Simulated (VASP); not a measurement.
A run of VASP 6.6.1 is set up as follows.

INCAR

```
ALGO = Normal ; EDIFF = 1E-6
ENCUT = 520 ; GGA = PS
ISIF = 2 ; ISMEAR = 0
LASPH = T ; LCHARG = T
LELF = T ; LREAL = F
LVHAR = T ; LWAVE = F
NBANDS = 16 ; NELM = 80
PREC = Accurate ; SIGMA = 0.1
```

KPOINTS

```
k-points
0
Gamma
  14 14 14
```

The input POSCAR:

```
AgO
1.0
    0.0000000000      2.4746679635      2.4746679635
    2.4746679635      0.0000000000      2.4746679635
    2.4746679635      2.4746679635      0.0000000000
Ag O
1 1
Direct
    0.0000000000      0.0000000000      0.0000000000
    0.7500000000      0.7500000000      0.7500000000
```

Potentials or basis: VASP PAW PBE potentials, release 64 (Ag, O).

Launch:

```sh
$ cat potpaw_PBE.64/Ag/POTCAR potpaw_PBE.64/O/POTCAR > POTCAR
$ mpirun -np 1 vasp_std > vasp.out
```

Problem. Estimate the pressure.

Solution. -0.2 GPa.

Caveat: the PAW data sets were made with another functional, which shifts forces and pressure a little; an odd number of electrons without spin polarisation forces a metal; a magnetic or distorted state may lie lower.
